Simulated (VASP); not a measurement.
Wanted: the native input for a VASP 6.6.1 run.

- Task: single point
- Functional: PBE
- Potentials or basis: VASP PAW PBE potentials, release 64 (Si, C)
- Cutoff: 520 eV
- k mesh: 9 × 9 × 4
- Occupations: gaussian, width 0.01 eV
- Spin: no spin polarisation
- Dipole correction: no
- Further INCAR settings: ALGO = Normal; EDIFF = 1e-06; NBANDS = 16

The structure of SiC lies in POSCAR:

```
SiC
1.0
    3.0607026997      0.0000000000      0.0000000000
   -1.5303513499      2.6506462914      0.0000000000
    0.0000000000      0.0000000000      5.0230333091
Si C
2 2
Direct
    0.3333333333      0.6666666667      0.4995817070
    0.6666666667      0.3333333333      0.9995817070
    0.3333333333      0.6666666667      0.8754182930
    0.6666666667      0.3333333333      0.3754182930
```

This cell differs from its parent crystal: volume changed by -3%.

These files were run (other wordings do the same):

INCAR

```
SYSTEM = SiC
PREC     = Accurate       ! precision mode
ENCUT    = 520            ! plane-wave cutoff, eV
EDIFF    = 1E-6           ! SCF threshold, eV
ISMEAR   = 0              ! smearing method
SIGMA    = 0.01           ! smearing width, eV
LREAL    = .FALSE.        ! projectors in reciprocal space
LASPH    = .TRUE.         ! aspherical terms in the spheres
NELM     = 60             ! most SCF steps
ALGO     = Normal         ! electronic algorithm
ISIF     = 2              ! what is computed and relaxed
LWAVE    = .FALSE.        ! write WAVECAR
LCHARG   = .FALSE.        ! write CHGCAR
GGA      = PE             ! functional
NBANDS   = 16             ! bands
```

KPOINTS

```
Automatic mesh
0
G
  9 9 4
  0 0 0
```

Potentials or basis: VASP PAW PBE potentials, release 64 (Si, C).

The run is started by

```bash
$ cat potpaw_PBE.64/Si/POTCAR potpaw_PBE.64/C/POTCAR > POTCAR
$ mpirun -np 1 vasp_std > vasp.out
```

It gave:

```yaml
Pressure: 6.8 GPa
Largest_force: 0.004 eV/Å
Band_gap_on_the_k_mesh: 2.25 eV, indirect (least direct gap 4.04 eV)
```

Wall time 11 s on 1 thread of AMD EPYC 9R45 (Zen 5) (shared host), peak memory 0.12 GiB.
